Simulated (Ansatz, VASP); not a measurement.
# H: VASP beside Ansatz

The input INCAR:

```
SYSTEM = H
PREC = Accurate ; ENCUT = 520
EDIFF = 1E-7 ; ISMEAR = 0
SIGMA = 0.05 ; LREAL = .False.
LASPH = .True. ; NELM = 60
ALGO = Normal ; ISIF = 2
LWAVE = .False. ; LCHARG = .True.
GGA = PS ; LELF = .True.
LVHAR = .True. ; NBANDS = 6
```

The input KPOINTS:

```
regular mesh
0
Gamma
  10 10 26
  0 0 0
```

Contents of POSCAR:

```
H
1.0
    2.8814821286      0.0000000000      0.0000000000
    0.0000000000      2.6496387389      0.0000000000
    0.0000000000      0.0000000000      0.9804929200
H
1
Direct
    0.0000000000      0.0000000000      0.5000000000
```

Input for Ansatz:

```yaml
crystal:
  lattice:
    - [2.8814821286, 0.0, 0.0]
    - [0.0, 2.6496387389, 0.0]
    - [0.0, 0.0, 0.98049292]
  atoms:
    - { symbol: H, position: [0.0, 0.0, 0.5] }
basis:
  ecutwfc: 420
kpoints:
  mp_grid: { grid: [10, 10, 26] }
hamiltonian:
  xc: pbesol
scf:
  occupations: { method: gaussian, width: 0.05 }
output:
  forces: true
  stress: true
  eigenvalues: true
```

Change from the starting cell: strain +0.0875 x Voigt [1, 0, 0, 0, 0, 0], atoms carried along.

Alike in both runs: task single point; functional PBEsol; k mesh 10 × 10 × 26; occupations gaussian, width 0.05 eV; no spin polarisation.

```csv
,VASP,Ansatz
version,VASP 6.6.1,Ansatz 0.2.0
potentials or method,"VASP PAW PBE potentials, release 64 (H), cutoff 520 eV","scalar-relativistic, plane waves, PAW"
valence electrons in the cell,1,1
```

|  | VASP | Ansatz | Ansatz less VASP |
| --- | --- | --- | --- |
| pressure (GPa) | 1.2 | 1.5 | +0.23 |
| traceless stress, the component that is largest in VASP (GPa) | -0.98 | -0.97 | +0.012 |

VASP's potentials were made for PBE, not for PBEsol.
